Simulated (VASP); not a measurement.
# MgI2 (Cm) in VASP: notebook

The runs below take MgI2 through single point, with LDA.

Program: VASP 6.6.1. These are calculated values, not measurements. Logs are shortened: lines on timing, memory, paths and dates and some standing lists are left out, and cuts for length are marked.

**1. The cell of the first run**

Symmetry: Cm, No. 8, monoclinic system. Conventional cell: a = 7.194 Å, b = 4.154 Å, c = 6.862 Å, α = 90.00°, β = 90.00°, γ = 90.00°. Mg (site symmetry m) has 6 I at 2.59 to 3.29 Å within 3.4 Å. I (site symmetry m) has 3 Mg at 2.95 to 3.29 Å within 3.9 Å. I (site symmetry m) has 3 Mg at 2.59 to 2.97 Å within 3.4 Å.

**2. Single point, LDA**

Contents of INCAR:

```
SYSTEM = MgI2
  PREC = Accurate
  ENCUT = 520
  EDIFF = 1E-6
  ISMEAR = 0
  SIGMA = 0.05
  LREAL = .FALSE.
  LASPH = .TRUE.
  NELM = 60
  ALGO = Normal
  ISIF = 2
  LWAVE = .FALSE.
  LCHARG = .FALSE.
  GGA = CA
  NBANDS = 15
```

Contents of KPOINTS:

```
regular mesh
0
G
  6 6 4
  0 0 0
```

Contents of POSCAR:

```
MgI2
1.0
    4.1537001214      0.0000000000      0.0000000000
   -2.0768500607      3.5972098248      0.0000000000
    0.0000000000      0.0000000000      6.8620000000
Mg I
1 2
Direct
    0.0000000000      0.0000000000      0.0000000000
    0.4146214472      0.7073107236      0.6985245995
    0.7479547805      0.3739773903      0.1832645995
```

Potentials or basis: VASP PAW LDA potentials, release 64 (Mg, I).

On the command line:

```console
> cat potpaw_LDA.64/Mg/POTCAR potpaw_LDA.64/I/POTCAR > POTCAR
> mpirun -np 1 vasp_std > vasp.out
```

OUTCAR:

```text
SYSTEM = MgI2
   PREC = Accurate
   ENCUT = 520
   EDIFF = 1E-6
   ISMEAR = 0
   LREAL = .FALSE.
   LASPH = .TRUE.
   NELM = 60
   ISIF = 2
   GGA = CA

 ion  position               nearest neighbor table
   1  0.000  0.000  0.000-   3 2.59   3 2.59   2 2.95   3 2.97   2 3.29   2 3.29
   2  0.415  0.707  0.699-   1 2.95   1 3.29   1 3.29
   3  0.748  0.374  0.183-   1 2.59   1 2.59   1 2.97

  LATTYP: Found a hexagonal cell.
 ALAT       =     4.1537001214
 C/A-ratio  =     1.6520210413

  Lattice vectors:

 A1 = (   4.1537001214,   0.0000000000,   0.0000000000)
 A2 = (  -2.0768500607,   3.5972098248,   0.0000000000)
 A3 = (   0.0000000000,   0.0000000000,   6.8620000000)

Analysis of symmetry for initial positions (statically):
=====================================================================
 Subroutine PRICEL returns:
 Original cell was already a primitive cell.

 Routine SETGRP: Setting up the symmetry group for a
 hexagonal supercell.

 Subroutine GETGRP returns: Found  2 space group operations
 (whereof  2 operations were pure point group operations)
 out of a pool of 24 trial point group operations.

The static configuration has the point symmetry C_1h.

Analysis of symmetry for dynamics (positions and initial velocities):
=====================================================================
 Subroutine PRICEL returns:
 Original cell was already a primitive cell.

 Routine SETGRP: Setting up the symmetry group for a
 hexagonal supercell.

 Subroutine GETGRP returns: Found  2 space group operations
 (whereof  2 operations were pure point group operations)
 out of a pool of 24 trial point group operations.

The dynamic configuration has the point symmetry C_1h.

 Subroutine INISYM returns: Found  2 space group operations
 (whereof  2 operations are pure point group operations),
 and found     1 'primitive' translations

----------------------------------------------------------------------------------------

                                     Primitive cell

  volume of cell :     102.5302

  direct lattice vectors                    reciprocal lattice vectors
     4.153700121  0.000000000  0.000000000     0.240749205  0.138996618  0.000000000
    -2.076850061  3.597209825  0.000000000     0.000000000  0.277993236  0.000000000
     0.000000000  0.000000000  6.862000000     0.000000000  0.000000000  0.145730108

  length of vectors
     4.153700121  4.153700121  6.862000000     0.277993236  0.277993236  0.145730108

  position of ions in fractional coordinates (direct lattice)
     0.000000000  0.000000000  0.000000000
     0.414621447  0.707310724  0.698524599
     0.747954781  0.373977390  0.183264599
[... 93 lines left out ...]
   ISMEAR =     0;   SIGMA  =   0.05  broadening in eV -4-tet -1-fermi 0-gaus
   EFERMI_NEDOS =   21; number of points for ismear=-14 and -15
   IALGO  =     38    algorithm
   IMIX   =      4    mixing-type and parameters
     AMIX     =   0.40;   BMIX     =  1.00
     AMIX_MAG =   1.60;   BMIX_MAG =  1.00
  volume/ion in A,a.u.               =      34.18       230.64
  Fermi-wavevector in a.u.,A,eV,Ry     =   0.881382  1.665571 10.569477  0.776835
  Thomas-Fermi vector in A             =   2.001871
   LORBIT       =      0    0 simple, 1 ext, 2 COOP (PROOUT), +10 PAW based schemes
   GGA     = CA    functional components
   LHFCALC =     F    Hartree Fock is set to
   AEXX    =    0.0000 exact exchange contribution
   IVDW    =     0    specifies the selected vdW correction
   LEPSILON=     F    determine dielectric tensor
   LRPA    =     F    only Hartree local field effects (RPA)
 non-spin polarized calculation
 Gauss-broadening in eV      SIGMA  =   0.05
  energy-cutoff  :      520.00
  volume of cell :      102.53
 maximum number of plane-waves:      2798
   NGX = 15   NGY = 15   NGZ = 25

 number of electron      15.9999999 magnetization

 Free energy of the ion-electron system (eV)
  ---------------------------------------------------
  ext. energy  EPLUGINS =         0.00000000
  ---------------------------------------------------
  free energy    TOTEN  =        -8.51263788 eV

  energy without entropy =       -8.51263788  energy(sigma->0) =       -8.51263788

 E-fermi :   3.1813     XC(G=0):  -8.5438

 val. band max:        2.9690976093   @ k =   0.0000   0.0000   0.0000
 cond. band min:       5.2293109934   @ k =   0.0000   0.0000   0.0000
 fundamental gap:      2.2602133841
 Fermi energy:         3.1812573345

 k-point     1 :       0.0000    0.0000    0.0000
  band No.  band energies     occupation
      1     -10.7000      2.00000
      2      -8.6794      2.00000
      3      -1.5193      2.00000
      4       0.4500      2.00000
      5       0.9453      2.00000
      6       2.2232      2.00000
      7       2.8177      2.00000
      8       2.9691      2.00000
      9       5.2293      0.00000
     10       6.8878      0.00000
     11       8.0912      0.00000
     12       8.4514      0.00000
     13       9.5571      0.00000
     14      10.3295      0.00000
[... 401 lines left out ...]
      2      -8.3088      2.00000
      3      -2.4306      2.00000
      4      -0.5476      2.00000
      5       0.0845      2.00000
      6       0.6667      2.00000
      7       1.5759      2.00000
      8       2.2710      2.00000
      9       5.3372      0.00000
     10       6.6789      0.00000
     11       8.4961      0.00000
     12       8.8286      0.00000
     13       9.4700      0.00000
     14      10.7535      0.00000
     15      12.3977      0.00000

 [... further k-points ...]

------------------------ aborting loop because EDIFF is reached ----------------------------------------

  FORCE on cell =-STRESS in cart. coord.  units (eV):
  Direction    XX          YY          ZZ          XY          YZ          ZX
  --------------------------------------------------------------------------------------
  -------------------------------------------------------------------------------------
  Total        0.1814160      1.5033735     -0.6668214     -1.1448488     -0.4437912     -0.7686690
  in kB        2.8348794     23.4923176    -10.4200190    -17.8898662     -6.9348595    -12.0115293
  external PRESSURE =       5.3023926 kB  Pullay stress =       0.0000000 kB

 VOLUME and BASIS-vectors are now :
 -----------------------------------------------------------------------------
  energy-cutoff  :      520.00
  volume of cell :      102.53
      direct lattice vectors                 reciprocal lattice vectors
     4.153700121  0.000000000  0.000000000     0.240749205  0.138996618  0.000000000
    -2.076850061  3.597209825  0.000000000     0.000000000  0.277993236  0.000000000
     0.000000000  0.000000000  6.862000000     0.000000000  0.000000000  0.145730108

 POSITION                                       TOTAL-FORCE (eV/Angst)
 -----------------------------------------------------------------------------------
      0.00000      0.00000      0.00000         0.683416      0.394571     -2.266684
      0.25323      2.54435      4.79328        -0.027556     -0.015909      0.864856
      2.33008      1.34528      1.25756        -0.655861     -0.378661      1.401828
 -----------------------------------------------------------------------------------
    total drift:                                0.000100      0.000058     -0.000340

  FREE ENERGIE OF THE ION-ELECTRON SYSTEM (eV)
  ---------------------------------------------------
  free  energy   TOTEN  =        -8.5126378769 eV

  energy  without entropy=       -8.5126378769  energy(sigma->0) =       -8.51263788
```

OSZICAR:

```text
N       E                     dE             d eps       ncg     rms          rms(c)
DAV:   1     0.745107429036E+02    0.74511E+02   -0.58541E+03  1410   0.843E+02
DAV:   2    -0.274017880482E+01   -0.77251E+02   -0.69911E+02  1977   0.132E+02
DAV:   3    -0.872404396202E+01   -0.59839E+01   -0.59574E+01  1900   0.422E+01
DAV:   4    -0.883859822957E+01   -0.11455E+00   -0.11455E+00  2012   0.694E+00
DAV:   5    -0.883948735745E+01   -0.88913E-03   -0.88912E-03  1915   0.583E-01    0.420E+00
DAV:   6    -0.860277376425E+01    0.23671E+00   -0.12867E-01  1865   0.232E+00    0.276E+00
DAV:   7    -0.851919871494E+01    0.83575E-01   -0.19746E-01  1932   0.262E+00    0.733E-01
DAV:   8    -0.851361347513E+01    0.55852E-02   -0.44895E-02  1578   0.111E+00    0.412E-01
DAV:   9    -0.851293408902E+01    0.67939E-03   -0.16455E-03  1956   0.298E-01    0.199E-01
DAV:  10    -0.851265650415E+01    0.27758E-03   -0.78356E-04  1781   0.147E-01    0.368E-02
DAV:  11    -0.851264824453E+01    0.82596E-05   -0.51499E-05  1907   0.404E-02    0.287E-02
DAV:  12    -0.851263883130E+01    0.94132E-05   -0.12127E-05  1946   0.253E-02    0.684E-03
DAV:  13    -0.851263781761E+01    0.10137E-05   -0.54991E-06  1961   0.128E-02    0.635E-03
DAV:  14    -0.851263787686E+01   -0.59246E-07   -0.58949E-07   999   0.423E-03
   1 F= -.85126379E+01 E0= -.85126379E+01  d E =-.617059E-11
```

stdout:

```text
POSCAR found type information on POSCAR MgI
 POSCAR found :  2 types and       3 ions
 scaLAPACK will be used
 LDA part: xc-table for (Slater(with rela. corr.)+CA(PZ))
 , standard interpolation
 POSCAR, INCAR and KPOINTS ok, starting setup
 FFT: planning ... GRIDC
 FFT: planning ... GRID_SOFT
 FFT: planning ... GRID
 WAVECAR not read
 entering main loop
```

Run time: 41 s. Hardware: 1 thread of Intel Xeon Platinum 8488C (Sapphire Rapids), shared host; peak memory 0.23 GiB.

Results:

```yaml
Free_energy: -8.5126 eV
Pressure: 0.5 GPa
Largest_force: 2.400 eV/Å
Band_gap_on_the_k_mesh: 2.26 eV, direct
```

Forces on the atoms (eV/Å):
```
Mg   0.683  0.395 -2.267
I   -0.028 -0.016  0.865
I   -0.656 -0.379  1.402
```

Levels at points of the mesh, in eV from the valence-band top:
```
           k point  band 6  band 7  band 8  band 9  band 10  band 11
(0.00, 0.00, 0.00)   -0.75   -0.15    0.00    2.26     3.92     5.12
(0.50, 0.00, 0.00)   -2.63   -1.53   -0.59    2.34     3.72     5.37
(0.00, 0.50, 0.00)   -2.60   -1.55   -0.64    2.43     3.86     5.13
(0.00, 0.00, 0.50)   -1.98   -0.17   -0.01    2.86     4.45     5.05
(0.50, 0.00, 0.50)   -1.95   -1.35   -0.69    2.39     3.57     4.76
(0.00, 0.50, 0.50)   -1.93   -1.38   -0.75    2.42     3.67     4.92
```

Caveat: the cell differs from its parent crystal (all I atoms moved -0.500 Å, as atom 2 towards its neighbour atom 3 (I) at 4.101 Å); spin-orbit coupling is left out, which moves the levels of the heavy elements; forces of over 1 eV/Å act on the atoms, so gaps and moduli don't describe the material at rest.

**3. Single point, LDA**

Contents of INCAR:

```
SYSTEM = MgI2
PREC = Accurate
ENCUT = 520
EDIFF = 1E-6
ISMEAR = 0
SIGMA = 0.05
LREAL = .False.
LASPH = .True.
NELM = 60
ALGO = Normal
ISIF = 2
LWAVE = .False.
LCHARG = .False.
GGA = CA
NBANDS = 15
```

Contents of KPOINTS:

```
Automatic mesh
0
Gamma
  6 6 4
  0 0 0
```

Contents of POSCAR:

```
MgI2
1.0
    4.1537001214      0.0000000000      0.0000000000
   -2.0768500607      3.5972098248      0.0000000000
    0.0000000000      0.0000000000      6.8620000000
Mg I
1 2
Direct
    0.0000000000      0.0000000000      0.0000000000
    0.2825282622      0.6412641311      0.7945708753
    0.6158615955      0.3079307977      0.2793108753
```

Potentials or basis: VASP PAW LDA potentials, release 64 (Mg, I).

On the command line:

```console
> cat potpaw_LDA.64/Mg/POTCAR potpaw_LDA.64/I/POTCAR > POTCAR
> mpirun -np 1 vasp_std > vasp.out
```

Wall time 44 s (1 thread of Intel Xeon Platinum 8488C (Sapphire Rapids), shared host); peak memory 0.23 GiB.

It converged, with:

- Free energy: -8.8566 eV
- Pressure: -0.7 GPa
- Largest force: 1.452 eV/Å
- Band gap on the k mesh: 2.80 eV, indirect (least direct gap 2.82 eV)

Forces in eV/Å, atoms in the order of the input:
```
Mg  -0.385 -0.222  1.383
I    0.320  0.185 -0.718
I    0.064  0.037 -0.664
```

Stress tensor (GPa, compression positive):
```
-0.87 -0.66 -0.51
-0.66 -0.10 -0.30
-0.51 -0.30 -1.14
```

Levels at points of the mesh, in eV from the valence-band top:
```csv
k point,band 4,band 5,band 6,band 7,band 8,band 9,band 10,band 11,band 12,band 13
"(0.00, 0.00, 0.00)",-1.61,-1.35,-0.43,-0.12,0.00,2.82,4.19,5.79,5.99,6.93
"(0.50, 0.00, 0.00)",-3.14,-2.37,-2.36,-1.30,-0.56,2.88,4.27,5.40,6.38,7.45
"(0.00, 0.50, 0.00)",-3.04,-2.38,-2.21,-1.31,-0.60,2.92,4.39,5.24,6.43,7.50
"(0.00, 0.00, 0.50)",-1.90,-1.60,-1.32,-0.15,-0.02,3.53,4.61,5.64,5.82,7.32
"(0.50, 0.00, 0.50)",-3.53,-2.30,-1.63,-1.14,-0.69,2.85,4.20,5.11,5.83,7.17
"(0.00, 0.50, 0.50)",-3.45,-2.15,-1.62,-1.16,-0.74,2.86,4.28,5.19,5.69,7.23
```

Caveat: the cell differs from its parent crystal (all I atoms moved +0.312 Å, as atom 2 towards its neighbour atom 3 (I) at 4.101 Å); spin-orbit coupling is left out, which moves the levels of the heavy elements; forces of over 1 eV/Å act on the atoms, so gaps and moduli don't describe the material at rest.
